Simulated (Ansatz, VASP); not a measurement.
Two plane-wave programs on NiO

```
Ni O
1.0
     0.00000    2.09503    2.13693
     2.09503    0.00000    2.13693
     2.09503    2.09503    0.00000
Ni O
1 1
Direct
  0.00000 0.00000 0.00000
  0.50000 0.50000 0.50000
```

Change from the starting cell: z stretched by +2 %, ions relaxed.

Alike in both runs: functional PBE; k mesh 19 × 19 × 19; occupations fermi-dirac, width 0.05 eV; collinear spin.

Ansatz relaxed the structure, and its values are those at the end. VASP's run is a single point on that final structure, the one shown.

|  | VASP | Ansatz |
| --- | --- | --- |
| version | VASP 6.6.1 | Ansatz 0.2.0 |
| potentials or method | VASP PAW PBE potentials, release 64 (Ni, O) | plane-wave PAW, scalar-relativistic |
| plane-wave cutoff (eV) | 520 | 420 |
| valence electrons in the cell | 16 | 24 |

|  | VASP | Ansatz | Ansatz less VASP |
| --- | --- | --- | --- |
| pressure (GPa) | -0.7 | -0.2 | +0.56 |
| net moment per atom (μB) | 0.88 | 0.90 | +0.017 |
| size of the moment on the site where the two differ most (μB) | 0.27 | 0.29 | +0.023 |

Site moments also hang on the region over which each program counts them. The functional is the same, so the differences come from potentials, cutoffs and numerics. VASP's potentials hold 16 valence electrons a cell and Ansatz's 24, so a difference there can come from the potentials and not from the codes. Ansatz's warnings: stress scf threshold loose.
